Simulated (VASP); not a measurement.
# Na (Pm-3m) in VASP: notebook

Runs on Na. Level: PBEsol. Tasks: single point.

Everything below comes from runs of VASP 6.6.1. Logs are shortened: lines on timing, memory, paths and dates and some standing lists are left out, and cuts for length are marked.

## Step 1: The cell of the first run

The structure is cubic, space group Pm-3m (No. 221). Conventional cell: a = 2.978 Å, b = 2.978 Å, c = 2.978 Å, α = 90.00°, β = 90.00°, γ = 90.00°. Na (site symmetry m-3m) has 6 Na at 2.98 Å within 3.9 Å.

This isn't the form of Na at room conditions, which is bcc.

## Step 2: Single point, PBEsol

Contents of INCAR:

```
SYSTEM = Na
  ALGO = Normal
  EDIFF = 1E-6
  ENCUT = 520
  GGA = PS
  ISIF = 2
  ISMEAR = 1
  LASPH = .True.
  LCHARG = .False.
  LREAL = .False.
  LWAVE = .False.
  NBANDS = 10
  NELM = 100
  PREC = Accurate
  SIGMA = 0.1
```

Contents of KPOINTS:

```
k-points
0
Gamma
  12 12 12
  0 0 0
```

Contents of POSCAR:

```
Na
1.0
    2.9780809505      0.0000000000      0.0000000000
    0.0000000000      2.9780809505      0.0000000000
    0.0000000000      0.0000000000      2.9780809505
Na
1
Direct
    0.0000000000      0.0000000000      0.0000000000
```

Potentials or basis: VASP PAW PBE potentials, release 64 (Na_pv).

Launch:

```
$ cat potpaw_PBE.64/Na_pv/POTCAR > POTCAR
$ mpirun -np 1 vasp_std > vasp.out
```

OUTCAR:

```text
SYSTEM = Na
   EDIFF = 1E-6
   ENCUT = 520
   GGA = PS
   ISIF = 2
   ISMEAR = 1
   LASPH = .True.
   LREAL = .False.
   NELM = 100
   PREC = Accurate

 ion  position               nearest neighbor table
   1  0.000  0.000  0.000-

  LATTYP: Found a simple cubic cell.
 ALAT       =     2.9780809505

  Lattice vectors:

 A1 = (   2.9780809505,   0.0000000000,   0.0000000000)
 A2 = (   0.0000000000,   2.9780809505,   0.0000000000)
 A3 = (   0.0000000000,   0.0000000000,   2.9780809505)

Analysis of symmetry for initial positions (statically):
=====================================================================
 Subroutine PRICEL returns:
 Original cell was already a primitive cell.

 Routine SETGRP: Setting up the symmetry group for a
 simple cubic supercell.

 Subroutine GETGRP returns: Found 48 space group operations
 (whereof 48 operations were pure point group operations)
 out of a pool of 48 trial point group operations.

The static configuration has the point symmetry O_h .

Analysis of symmetry for dynamics (positions and initial velocities):
=====================================================================
 Subroutine PRICEL returns:
 Original cell was already a primitive cell.

 Routine SETGRP: Setting up the symmetry group for a
 simple cubic supercell.

 Subroutine GETGRP returns: Found 48 space group operations
 (whereof 48 operations were pure point group operations)
 out of a pool of 48 trial point group operations.

The dynamic configuration has the point symmetry O_h .

 Subroutine INISYM returns: Found 48 space group operations
 (whereof 48 operations are pure point group operations),
 and found     1 'primitive' translations

----------------------------------------------------------------------------------------

                                     Primitive cell

  volume of cell :      26.4125

  direct lattice vectors                    reciprocal lattice vectors
     2.978080950  0.000000000  0.000000000     0.335786708  0.000000000  0.000000000
     0.000000000  2.978080950  0.000000000     0.000000000  0.335786708  0.000000000
     0.000000000  0.000000000  2.978080950     0.000000000  0.000000000  0.335786708

  length of vectors
     2.978080950  2.978080950  2.978080950     0.335786708  0.335786708  0.335786708

  position of ions in fractional coordinates (direct lattice)
     0.000000000  0.000000000  0.000000000

  ion indices of the primitive-cell ions
   primitive index   ion index
                 1           1

----------------------------------------------------------------------------------------

 KPOINTS: k-points

Automatic generation of k-mesh.
 Grid dimensions read from file:
 generate k-points for:   12   12   12

 Generating k-lattice:

  Cartesian coordinates                     Fractional coordinates (reciprocal lattice)
     0.027982226  0.000000000  0.000000000     0.083333333  0.000000000  0.000000000
     0.000000000  0.027982226  0.000000000     0.000000000  0.083333333  0.000000000
     0.000000000  0.000000000  0.027982226     0.000000000  0.000000000  0.083333333

  Length of vectors
     0.027982226  0.027982226  0.027982226

  Shift w.r.t. Gamma in fractional coordinates (k-lattice)
     0.000000000  0.000000000  0.000000000

 Subroutine IBZKPT returns following result:
 ===========================================

 Found     84 irreducible k-points:

 Following reciprocal coordinates:
            Coordinates               Weight
  0.000000  0.000000  0.000000      1.000000
  0.083333  0.000000  0.000000      6.000000
  0.166667  0.000000  0.000000      6.000000
  0.250000  0.000000  0.000000      6.000000
  0.333333  0.000000  0.000000      6.000000
  0.416667  0.000000  0.000000      6.000000
[... 16 lines left out ...]
  0.333333  0.333333  0.000000     12.000000
  0.416667  0.333333  0.000000     24.000000
 [... further k-points ...]
   k-points           NKPTS =     84   k-points in BZ     NKDIM =     84   number of bands    NBANDS=     10
   number of dos      NEDOS =    301   number of ions     NIONS =      1
   total plane-waves  NPLWV =  13824
   dimension x,y,z NGX =    24 NGY =   24 NGZ =   24
   dimension x,y,z NGXF=    48 NGYF=   48 NGZF=   48
   ions per type =               1
   NGX,Y,Z   is equivalent  to a cutoff of  13.40, 13.40, 13.40 a.u.
   NGXF,Y,Z  is equivalent  to a cutoff of  26.80, 26.80, 26.80 a.u.
 SYSTEM =  Na
   PREC   = accura    normal or accurate (medium, high low for compatibility)
   ISTART =      0    job   : 0-new  1-cont  2-samecut
   ICHARG =      2    charge: 1-file 2-atom 10-const
   ISPIN  =      1    spin polarized calculation?
   LNONCOLLINEAR =      F non collinear calculations
   LSORBIT =      F    spin-orbit coupling
   LASPH  =      T    aspherical Exc in radial PAW
   ENCUT  =  520.0 eV  38.22 Ry    6.18 a.u.   5.54  5.54  5.54*2*pi/ulx,y,z
   NELM   =    100;   NELMIN=  2; NELMDL= -5     # of ELM steps
   EDIFF  = 0.1E-05   stopping-criterion for ELM
   LREAL  =      F    real-space projection
   EDIFFG = 0.1E-04   stopping-criterion for IOM
   NSW    =      0    number of steps for IOM
   IBRION =     -1    ionic relax: 0-MD 1-quasi-New 2-CG
   NFREE  =      0    steps in history (QN), initial steepest desc. (CG)
   ISIF   =      2    stress and relaxation
   ISYM   =      2    0-nonsym 1-usesym 2-fastsym
   POTIM  = 0.5000    time-step for ionic-motion
   TEBEG  =    0.0;   TEEND  =   0.0 temperature during run
   PSTRESS=    0.0 pullay stress
   NELECT =       7.0000    total number of electrons
   NUPDOWN=      -1.0000    fix difference up-down
   EMIN   =  10.00;   EMAX   =-10.00  energy-range for DOS
   EFERMI =   0.00;   METHOD = LEGACY
   ISMEAR =     1;   SIGMA  =   0.10  broadening in eV -4-tet -1-fermi 0-gaus
   EFERMI_NEDOS =   21; number of points for ismear=-14 and -15
   IALGO  =     38    algorithm
   IMIX   =      4    mixing-type and parameters
     AMIX     =   0.40;   BMIX     =  1.00
     AMIX_MAG =   1.60;   BMIX_MAG =  1.00
  volume/ion in A,a.u.               =      26.41       178.24
  Fermi-wavevector in a.u.,A,eV,Ry     =   1.051569  1.987177 15.045280  1.105797
  Thomas-Fermi vector in A             =   2.186617
   LORBIT       =      0    0 simple, 1 ext, 2 COOP (PROOUT), +10 PAW based schemes
   GGA     = PS    functional components
   LHFCALC =     F    Hartree Fock is set to
   AEXX    =    0.0000 exact exchange contribution
   IVDW    =     0    specifies the selected vdW correction
   LEPSILON=     F    determine dielectric tensor
   LRPA    =     F    only Hartree local field effects (RPA)
 non-spin polarized calculation
 Methfessel and Paxton  Order N= 1 SIGMA  =   0.10
  energy-cutoff  :      520.00
  volume of cell :       26.41
 maximum number of plane-waves:       739
 NGX is ok and might be reduce to    24
   NGX = 11   NGY = 11   NGZ = 11

 number of electron       6.9999995 magnetization

 Free energy of the ion-electron system (eV)
  ---------------------------------------------------
  ext. energy  EPLUGINS =         0.00000000
  ---------------------------------------------------
  free energy    TOTEN  =        -1.13287354 eV

  energy without entropy =       -1.13251055  energy(sigma->0) =       -1.13275254

 E-fermi :   1.4880     XC(G=0):  -7.4735

 val. band max:        1.4711640248   @ k =   0.5000   0.0833   0.0000
 cond. band min:       1.5278452702   @ k =   0.4167   0.2500   0.0833
 fundamental gap:      0.0566812454
 Fermi energy:         1.4879515414

 k-point     1 :       0.0000    0.0000    0.0000
  band No.  band energies     occupation
      1     -23.3802      2.00000
      2     -23.3802      2.00000
      3     -23.3802      2.00000
      4      -2.5688      2.00000
      5      11.5616      0.00000
      6      11.5616      0.00000
      7      14.0280      0.00000
      8      14.0280      0.00000
      9      14.0280      0.00000
     10      18.2242      0.00000

 k-point     2 :       0.0833    0.0000    0.0000
  band No.  band energies     occupation
      1     -23.3918      2.00000
      2     -23.3792      2.00000
      3     -23.3792      2.00000
      4      -2.4447      2.00000
      5      10.4354      0.00000
      6      11.6727      0.00000
      7      14.1123      0.00000
      8      14.1123      0.00000
      9      14.7776      0.00000
     10      18.8865      0.00000

 k-point     3 :       0.1667    0.0000    0.0000
  band No.  band energies     occupation
      1     -23.4234      2.00000
      2     -23.3765      2.00000
      3     -23.3765      2.00000
      4      -2.0752      2.00000
      5       8.5504      0.00000
      6      12.0039      0.00000
      7      14.3641      0.00000
      8      14.3641      0.00000
      9      15.7034      0.00000
     10      20.6807      0.00000

 k-point     4 :       0.2500    0.0000    0.0000
  band No.  band energies     occupation
      1     -23.4663      2.00000
      2     -23.3728      2.00000
      3     -23.3728      2.00000
      4      -1.4674      2.00000
      5       6.6410      0.00000
      6      12.5460      0.00000
      7      14.7780      0.00000
      8      14.7780      0.00000
      9      16.5175      0.00000
     10      21.5010      0.00000

 k-point     5 :       0.3333    0.0000    0.0000
  band No.  band energies     occupation
      1     -23.5088      2.00000
      2     -23.3690      2.00000
      3     -23.3690      2.00000
      4      -0.6334      2.00000
      5       4.8466      0.00000
      6      13.2723      0.00000
      7      15.3358      0.00000
      8      15.3358      0.00000
      9      17.3316      0.00000
     10      19.6043      0.00000

 k-point     6 :       0.4167    0.0000    0.0000
  band No.  band energies     occupation
      1     -23.5397      2.00000
      2     -23.3663      2.00000
      3     -23.3663      2.00000
      4       0.4053      2.00000
      5       3.2245     -0.00000
      6      14.0844      0.00000
      7      15.9643      0.00000
      8      15.9643      0.00000
      9      18.0601      0.00000
     10      18.0900      0.00000

 k-point     7 :       0.5000    0.0000    0.0000
  band No.  band energies     occupation
      1     -23.5510      2.00000
      2     -23.3653      2.00000
      3     -23.3653      2.00000
      4       1.3677      2.07075
      5       2.0667     -0.00000
      6      14.5534      0.00000
      7      16.3299      0.00000
      8      16.3299      0.00000
      9      17.3869      0.00000
     10      18.3894      0.00000

 k-point     8 :       0.0833    0.0833    0.0000
  band No.  band energies     occupation
      1     -23.3917      2.00000
      2     -23.3899      2.00000
      3     -23.3782      2.00000
      4      -2.3211      2.00000
      5      10.2317      0.00000
      6      10.9629      0.00000
      7      13.9986      0.00000
      8      14.1972      0.00000
      9      15.7958      0.00000
     10      19.3687      0.00000

 k-point     9 :       0.1667    0.0833    0.0000
  band No.  band energies     occupation
      1     -23.4223      2.00000
      2     -23.3878      2.00000
      3     -23.3755      2.00000
      4      -1.9528      2.00000
      5       8.6221      0.00000
      6      11.0396      0.00000
      7      14.2322      0.00000
      8      14.4507      0.00000
      9      16.9556      0.00000
     10      20.8926      0.00000
[... 118 lines left out ...]
 k-point    19 :       0.2500    0.2500    0.0000
  band No.  band energies     occupation
      1     -23.4594      2.00000
      2     -23.4524      2.00000
      3     -23.3656      2.00000
      4      -0.3990      2.00000
      5       7.1730      0.00000
      6       8.1671      0.00000
      7      14.4868      0.00000
      8      15.5741      0.00000
      9      16.9898      0.00000
     10      21.4406      0.00000

 k-point    20 :       0.3333    0.2500    0.0000
  band No.  band energies     occupation
      1     -23.4972      2.00000
      2     -23.4505      2.00000
      3     -23.3619      2.00000
      4       0.4111      2.00000
      5       5.7900      0.00000
      6       8.4869      0.00000
      7      13.3604      0.00000
      8      16.1704      0.00000
      9      17.2069      0.00000
     10      20.5229      0.00000

 k-point    21 :       0.4167    0.2500    0.0000
  band No.  band energies     occupation
      1     -23.5270      2.00000
      2     -23.4469      2.00000
      3     -23.3593      2.00000
      4       1.4166      1.92897
      5       4.2274      0.00000
      6       9.3426      0.00000
      7      12.0195      0.00000
      8      16.8671      0.00000
      9      18.0503      0.00000
     10      19.4772      0.00000

 k-point    22 :       0.5000    0.2500    0.0000
  band No.  band energies     occupation
      1     -23.5379      2.00000
      2     -23.4455      2.00000
      3     -23.3583      2.00000
      4       2.3017     -0.00000
      5       3.1498     -0.00000
      6      10.0442      0.00000
      7      11.1443      0.00000
      8      17.3207      0.00000
      9      18.8891      0.00000
     10      18.8953      0.00000

 k-point    23 :       0.3333    0.3333    0.0000
  band No.  band energies     occupation
      1     -23.4937      2.00000
      2     -23.4885      2.00000
      3     -23.3584      2.00000
      4       1.2039      2.00044
      5       6.2030      0.00000
      6       7.0242      0.00000
      7      11.8293      0.00000
      8      16.7929      0.00000
      9      17.8498      0.00000
     10      20.2973      0.00000

 k-point    24 :       0.4167    0.3333    0.0000
  band No.  band energies     occupation
      1     -23.5206      2.00000
      2     -23.4867      2.00000
      3     -23.3558      2.00000
      4       2.1865     -0.00000
      5       4.9688      0.00000
      6       7.5628      0.00000
      7      10.4101      0.00000
      8      17.5294      0.00000
      9      18.7929      0.00000
     10      19.6491      0.00000

 [... further k-points ...]
[... 5 lines left out ...]
  --------------------------------------------------------------------------------------
  -------------------------------------------------------------------------------------
  Total        0.8109749      0.8109749      0.8109749      0.0000000      0.0000000     -0.0000000
  in kB       49.1935899     49.1935899     49.1935899      0.0000000      0.0000000     -0.0000000
  external PRESSURE =      49.1935899 kB  Pullay stress =       0.0000000 kB

 VOLUME and BASIS-vectors are now :
 -----------------------------------------------------------------------------
  energy-cutoff  :      520.00
  volume of cell :       26.41
      direct lattice vectors                 reciprocal lattice vectors
     2.978080950  0.000000000  0.000000000     0.335786708  0.000000000  0.000000000
     0.000000000  2.978080950  0.000000000     0.000000000  0.335786708  0.000000000
     0.000000000  0.000000000  2.978080950     0.000000000  0.000000000  0.335786708

 POSITION                                       TOTAL-FORCE (eV/Angst)
 -----------------------------------------------------------------------------------
      0.00000      0.00000      0.00000         0.000000      0.000000      0.000000
 -----------------------------------------------------------------------------------
    total drift:                                0.000000     -0.000000      0.000000

  FREE ENERGIE OF THE ION-ELECTRON SYSTEM (eV)
  ---------------------------------------------------
  free  energy   TOTEN  =        -1.1328735385 eV

  energy  without entropy=       -1.1325105465  energy(sigma->0) =       -1.13275254
```

It took 4.8 s on 1 thread of Intel Xeon 6975P-C (Granite Rapids), shared host; peak memory 0.14 GiB.

Results:

```
Free energy            : -1.1329 eV
Pressure               : 4.9 GPa
Band gap on the k mesh : zero (an odd number of electrons rules out a gap without spin polarisation)
```

Caveat: the cell stands under pressure; the PAW data sets were made with another functional, which shifts forces and pressure a little.

(Continued in part 2 of 2.)
